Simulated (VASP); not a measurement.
# Na (P1) in VASP: a series of runs

Na is run at these levels: PBEsol; tasks: single point.

Everything below comes from runs of VASP 6.6.1. Logs are shortened: lines on timing, memory, paths and dates and some standing lists are left out, and cuts for length are marked.

**1. The cell of the first run**

The typed cell holds 7 atoms: a = 7.521 Å, b = 7.521 Å, c = 7.521 Å, α = 109.47°, β = 109.47°, γ = 109.47°.

**2. Single point, PBEsol**

The input, INCAR:

```
SYSTEM = Na
ALGO = Normal
EDIFF = 1E-7
ENCUT = 520
GGA = PS
ISIF = 2
ISMEAR = 1
LASPH = .TRUE.
LCHARG = .FALSE.
LREAL = .FALSE.
LWAVE = .FALSE.
NBANDS = 34
NELM = 60
PREC = Accurate
SIGMA = 0.15
```

The input, KPOINTS:

```
k-points
0
G
  2 2 2
  0 0 0
```

The input, POSCAR:

```
Na
1.0
   -4.3420640000      4.3420640000      4.3420640000
    4.3420640000     -4.3420640000      4.3420640000
    4.3420640000      4.3420640000     -4.3420640000
Na
7
Direct
    0.0384015528     -0.0312396363     -0.0009360756
    0.0001297770     -0.0001303528      0.4993771395
    0.0421335337      0.5413197502      0.5702865043
    0.6038594779      0.1062607553      0.0010731072
    0.4689069530     -0.0315385724      0.4294387416
    0.4700980916      0.5415125157     -0.0013005336
    0.5008946206      0.4985291557      0.4973860358
```

Potentials or basis: VASP PAW PBE potentials, release 64 (Na_pv).

The run is started by

```sh
$ cat potpaw_PBE.64/Na_pv/POTCAR > POTCAR
$ mpirun -np 1 vasp_std > vasp.out
```

OUTCAR:

```text
SYSTEM = Na
   EDIFF = 1E-7
   ENCUT = 520
   GGA = PS
   ISIF = 2
   ISMEAR = 1
   LASPH = .TRUE.
   LREAL = .FALSE.
   NELM = 60
   PREC = Accurate

 ion  position               nearest neighbor table
   1  0.038  0.969  0.999-
   2  0.000  1.000  0.499-
   3  0.042  0.541  0.570-
   4  0.604  0.106  0.001-
   5  0.469  0.968  0.429-
   6  0.470  0.542  0.999-
   7  0.501  0.499  0.497-

  LATTYP: Found a body centered cubic cell.
 ALAT       =     8.6841280000

  Lattice vectors:

 A1 = (  -4.3420640000,   4.3420640000,   4.3420640000)
 A2 = (   4.3420640000,  -4.3420640000,   4.3420640000)
 A3 = (   4.3420640000,   4.3420640000,  -4.3420640000)

Analysis of symmetry for initial positions (statically):
=====================================================================
 Subroutine PRICEL returns:
 Original cell was already a primitive cell.

 Routine SETGRP: Setting up the symmetry group for a
 body centered cubic supercell.

 Subroutine GETGRP returns: Found  1 space group operations
 (whereof  1 operations were pure point group operations)
 out of a pool of 48 trial point group operations.

The static configuration has the point symmetry C_1 .

Analysis of symmetry for dynamics (positions and initial velocities):
=====================================================================
 Subroutine PRICEL returns:
 Original cell was already a primitive cell.

 Routine SETGRP: Setting up the symmetry group for a
 body centered cubic supercell.

 Subroutine GETGRP returns: Found  1 space group operations
 (whereof  1 operations were pure point group operations)
 out of a pool of 48 trial point group operations.

The dynamic configuration has the point symmetry C_1 .

 Subroutine INISYM returns: Found  1 space group operations
 (whereof  1 operations are pure point group operations),
 and found     1 'primitive' translations

----------------------------------------------------------------------------------------

                                     Primitive cell

  volume of cell :     327.4528

  direct lattice vectors                    reciprocal lattice vectors
    -4.342064000  4.342064000  4.342064000     0.000000000  0.115152609  0.115152609
     4.342064000 -4.342064000  4.342064000     0.115152609  0.000000000  0.115152609
     4.342064000  4.342064000 -4.342064000     0.115152609  0.115152609  0.000000000

  length of vectors
     7.520675458  7.520675458  7.520675458     0.162850382  0.162850382  0.162850382

  position of ions in fractional coordinates (direct lattice)
     0.038401553  0.968760364  0.999063924
     0.000129777  0.999869647  0.499377139
     0.042133534  0.541319750  0.570286504
     0.603859478  0.106260755  0.001073107
     0.468906953  0.968461428  0.429438742
     0.470098092  0.541512516  0.998699466
     0.500894621  0.498529156  0.497386036

  ion indices of the primitive-cell ions
   primitive index   ion index
                 1           1
                 2           2
                 3           3
                 4           4
                 5           5
                 6           6
                 7           7

----------------------------------------------------------------------------------------

 KPOINTS: k-points

Automatic generation of k-mesh.
 Grid dimensions read from file:
 generate k-points for:    2    2    2

 Generating k-lattice:

  Cartesian coordinates                     Fractional coordinates (reciprocal lattice)
     0.000000000  0.057576305  0.057576305     0.500000000  0.000000000  0.000000000
     0.057576305  0.000000000  0.057576305     0.000000000  0.500000000  0.000000000
     0.057576305  0.057576305  0.000000000     0.000000000  0.000000000  0.500000000

  Length of vectors
     0.081425191  0.081425191  0.081425191

  Shift w.r.t. Gamma in fractional coordinates (k-lattice)
     0.000000000  0.000000000  0.000000000

 Subroutine IBZKPT returns following result:
 ===========================================

 Found      8 irreducible k-points:

 Following reciprocal coordinates:
            Coordinates               Weight
  0.000000  0.000000  0.000000      1.000000
  0.500000  0.000000  0.000000      1.000000
  0.000000  0.500000  0.000000      1.000000
  0.000000  0.000000  0.500000      1.000000
  0.500000 -0.000000  0.500000      1.000000
  0.500000  0.500000  0.000000      1.000000
 -0.000000  0.500000  0.500000      1.000000
  0.500000  0.500000  0.500000      1.000000
   k-points           NKPTS =      8   k-points in BZ     NKDIM =      8   number of bands    NBANDS=     34
   number of dos      NEDOS =    301   number of ions     NIONS =      7
   total plane-waves  NPLWV = 175616
   dimension x,y,z NGX =    56 NGY =   56 NGZ =   56
   dimension x,y,z NGXF=   112 NGYF=  112 NGZF=  112
   ions per type =               7
   NGX,Y,Z   is equivalent  to a cutoff of  12.38, 12.38, 12.38 a.u.
   NGXF,Y,Z  is equivalent  to a cutoff of  24.76, 24.76, 24.76 a.u.
 SYSTEM =  Na
   PREC   = accura    normal or accurate (medium, high low for compatibility)
   ISTART =      0    job   : 0-new  1-cont  2-samecut
   ICHARG =      2    charge: 1-file 2-atom 10-const
   ISPIN  =      1    spin polarized calculation?
   LNONCOLLINEAR =      F non collinear calculations
   LSORBIT =      F    spin-orbit coupling
   LASPH  =      T    aspherical Exc in radial PAW
   ENCUT  =  520.0 eV  38.22 Ry    6.18 a.u.  13.98 13.98 13.98*2*pi/ulx,y,z
   NELM   =     60;   NELMIN=  2; NELMDL= -5     # of ELM steps
   EDIFF  = 0.1E-06   stopping-criterion for ELM
   LREAL  =      F    real-space projection
   EDIFFG = 0.1E-05   stopping-criterion for IOM
   NSW    =      0    number of steps for IOM
   IBRION =     -1    ionic relax: 0-MD 1-quasi-New 2-CG
   NFREE  =      0    steps in history (QN), initial steepest desc. (CG)
   ISIF   =      2    stress and relaxation
   ISYM   =      2    0-nonsym 1-usesym 2-fastsym
   POTIM  = 0.5000    time-step for ionic-motion
   TEBEG  =    0.0;   TEEND  =   0.0 temperature during run
   PSTRESS=    0.0 pullay stress
   NELECT =      49.0000    total number of electrons
   NUPDOWN=      -1.0000    fix difference up-down
   EMIN   =  10.00;   EMAX   =-10.00  energy-range for DOS
   EFERMI =   0.00;   METHOD = LEGACY
   ISMEAR =     1;   SIGMA  =   0.15  broadening in eV -4-tet -1-fermi 0-gaus
   EFERMI_NEDOS =   21; number of points for ismear=-14 and -15
   IALGO  =     38    algorithm
   IMIX   =      4    mixing-type and parameters
     AMIX     =   0.40;   BMIX     =  1.00
     AMIX_MAG =   1.60;   BMIX_MAG =  1.00
  volume/ion in A,a.u.               =      46.78       315.68
  Fermi-wavevector in a.u.,A,eV,Ry     =   0.869142  1.642440 10.277943  0.755407
  Thomas-Fermi vector in A             =   1.987921
   LORBIT       =      0    0 simple, 1 ext, 2 COOP (PROOUT), +10 PAW based schemes
   GGA     = PS    functional components
   LHFCALC =     F    Hartree Fock is set to
   AEXX    =    0.0000 exact exchange contribution
   IVDW    =     0    specifies the selected vdW correction
   LEPSILON=     F    determine dielectric tensor
   LRPA    =     F    only Hartree local field effects (RPA)
 non-spin polarized calculation
 Methfessel and Paxton  Order N= 1 SIGMA  =   0.15
  energy-cutoff  :      520.00
  volume of cell :      327.45
 maximum number of plane-waves:      8806
 NGX is ok and might be reduce to    56
   NGX = 27   NGY = 27   NGZ = 27

 number of electron      48.9999989 magnetization

 Free energy of the ion-electron system (eV)
  ---------------------------------------------------
  ext. energy  EPLUGINS =         0.00000000
  ---------------------------------------------------
  free energy    TOTEN  =        -8.57177685 eV

  energy without entropy =       -8.55943251  energy(sigma->0) =       -8.56766207

 E-fermi :  -0.1447     XC(G=0):  -5.8762

 val. band max:       -0.1764480416   @ k =   0.5000   0.0000   0.0000
 cond. band min:      -0.1048153407   @ k =   0.5000   0.5000   0.0000
 fundamental gap:      0.0716327009
 Fermi energy:        -0.1446551088

 k-point     1 :       0.0000    0.0000    0.0000
  band No.  band energies     occupation
      1     -25.3126      2.00000
      2     -25.3013      2.00000
      3     -25.3012      2.00000
      4     -25.2940      2.00000
      5     -25.2915      2.00000
      6     -25.2905      2.00000
[... 26 lines left out ...]
     33       1.0576     -0.00000
     34       1.6284     -0.00000

 k-point     2 :       0.5000    0.0000    0.0000
  band No.  band energies     occupation
      1     -25.3120      2.00000
      2     -25.3012      2.00000
      3     -25.3001      2.00000
      4     -25.2933      2.00000
      5     -25.2914      2.00000
      6     -25.2902      2.00000
[... 26 lines left out ...]
     33       3.4767      0.00000
     34       3.5930      0.00000

 k-point     3 :       0.0000    0.5000    0.0000
  band No.  band energies     occupation
      1     -25.3120      2.00000
      2     -25.3011      2.00000
      3     -25.3002      2.00000
      4     -25.2934      2.00000
      5     -25.2914      2.00000
      6     -25.2903      2.00000
[... 26 lines left out ...]
     33       3.4775      0.00000
     34       3.5927      0.00000

 k-point     4 :       0.0000    0.0000    0.5000
  band No.  band energies     occupation
      1     -25.3119      2.00000
      2     -25.3010      2.00000
      3     -25.2999      2.00000
      4     -25.2946      2.00000
      5     -25.2910      2.00000
      6     -25.2894      2.00000
[... 26 lines left out ...]
     33       3.4989      0.00000
     34       3.5749      0.00000

 k-point     5 :       0.5000   -0.0000    0.5000
  band No.  band energies     occupation
      1     -25.3120      2.00000
      2     -25.3012      2.00000
      3     -25.3002      2.00000
      4     -25.2933      2.00000
      5     -25.2914      2.00000
      6     -25.2903      2.00000
[... 26 lines left out ...]
     33       3.4772      0.00000
     34       3.5955      0.00000

 k-point     6 :       0.5000    0.5000    0.0000
  band No.  band energies     occupation
      1     -25.3119      2.00000
      2     -25.3010      2.00000
      3     -25.2999      2.00000
      4     -25.2946      2.00000
      5     -25.2910      2.00000
      6     -25.2895      2.00000
[... 26 lines left out ...]
     33       3.4988      0.00000
     34       3.5753      0.00000

 k-point     7 :      -0.0000    0.5000    0.5000
  band No.  band energies     occupation
      1     -25.3120      2.00000
      2     -25.3012      2.00000
      3     -25.3001      2.00000
      4     -25.2934      2.00000
      5     -25.2914      2.00000
      6     -25.2902      2.00000
[... 26 lines left out ...]
     33       3.4774      0.00000
     34       3.5937      0.00000

 k-point     8 :       0.5000    0.5000    0.5000
  band No.  band energies     occupation
      1     -25.3116      2.00000
      2     -25.3000      2.00000
      3     -25.3000      2.00000
      4     -25.2949      2.00000
      5     -25.2903      2.00000
      6     -25.2892      2.00000
[... 26 lines left out ...]
     33       2.7241     -0.00000
     34       3.5469      0.00000

------------------------ aborting loop because EDIFF is reached ----------------------------------------

  FORCE on cell =-STRESS in cart. coord.  units (eV):
  Direction    XX          YY          ZZ          XY          YZ          ZX
  --------------------------------------------------------------------------------------
  -------------------------------------------------------------------------------------
  Total       -0.9541338     -0.9439344     -2.0176483      0.0001376      0.0005200      0.0008763
  in kB       -4.6684336     -4.6185297     -9.8720513      0.0006734      0.0025443      0.0042875
  external PRESSURE =      -6.3863382 kB  Pullay stress =       0.0000000 kB

 VOLUME and BASIS-vectors are now :
 -----------------------------------------------------------------------------
  energy-cutoff  :      520.00
  volume of cell :      327.45
      direct lattice vectors                 reciprocal lattice vectors
    -4.342064000  4.342064000  4.342064000     0.000000000  0.115152609  0.115152609
     4.342064000 -4.342064000  4.342064000     0.115152609  0.000000000  0.115152609
     4.342064000  4.342064000 -4.342064000     0.115152609  0.115152609  0.000000000

 POSITION                                       TOTAL-FORCE (eV/Angst)
 -----------------------------------------------------------------------------------
      8.37768      0.29832      0.03516         0.005683     -0.005397      0.033434
      6.50926     -2.17261      2.17373         0.001441     -0.000422      0.022270
      4.64372      0.30872      0.05717        -0.006475     -0.006592      0.033358
     -2.15595      2.16526      3.07873        -0.000839      0.000600     -0.177907
      4.03375     -0.30445      4.37650         0.005795      0.005630      0.033803
      4.64650      4.02633      0.05606        -0.006527      0.006589      0.033610
      2.14941      2.16995      2.17988         0.000922     -0.000409      0.021431
 -----------------------------------------------------------------------------------
    total drift:                               -0.001286     -0.000725     -0.000754

  FREE ENERGIE OF THE ION-ELECTRON SYSTEM (eV)
  ---------------------------------------------------
  free  energy   TOTEN  =        -8.5717768506 eV

  energy  without entropy=       -8.5594325080  energy(sigma->0) =       -8.56766207
```

It took 84 s on 1 thread of Intel Xeon Platinum 8259CL at 2.50GHz (Skylake/Cascade Lake), shared host; peak memory 0.44 GiB.

What came out:

```yaml
Free_energy: -8.5718 eV
Pressure: -0.6 GPa
Largest_force: 0.178 eV/Å
Band_gap_on_the_k_mesh: zero (an odd number of electrons rules out a gap without spin polarisation)
```

Forces on the atoms (eV/Å):
```
Na   0.006 -0.005  0.033
Na   0.001  0.000  0.022
Na  -0.006 -0.007  0.033
Na  -0.001  0.001 -0.178
Na   0.006  0.006  0.034
Na  -0.007  0.007  0.034
Na   0.001  0.000  0.021
```

Stress tensor (GPa, compression positive):
```
-0.47  0.00  0.00
 0.00 -0.46  0.00
 0.00  0.00 -0.99
```

Levels at points of the mesh, in eV from the Fermi level:
```csv
k point,band 23,band 24,band 25,band 26,band 27,band 28
"(0.00, 0.00, 0.00)",0.62,0.70,0.70,0.98,1.00,1.00
"(0.50, 0.00, 0.00)",-1.85,-0.09,-0.03,0.14,0.21,1.66
"(0.00, 0.50, 0.00)",-1.85,-0.09,-0.03,0.14,0.21,1.66
"(0.00, 0.00, 0.50)",-1.86,-0.15,0.04,0.08,0.27,1.64
"(0.50, 0.00, 0.50)",-1.85,-0.09,-0.03,0.14,0.21,1.66
"(0.50, 0.50, 0.00)",-1.86,-0.15,0.04,0.08,0.27,1.64
"(0.00, 0.50, 0.50)",-1.85,-0.09,-0.03,0.14,0.21,1.66
"(0.50, 0.50, 0.50)",-1.08,-1.03,-0.97,-0.97,-0.41,2.60
```

Caveat: the k points lie up to 0.51 Å⁻¹ apart, too coarse for converged energies and pressures of a metal; the PAW data sets were made with another functional, which shifts forces and pressure a little.

(Part 1 of 2 ends here.)

The gap in the log of VASP goes by the Fermi energy; the results here count the filled bands.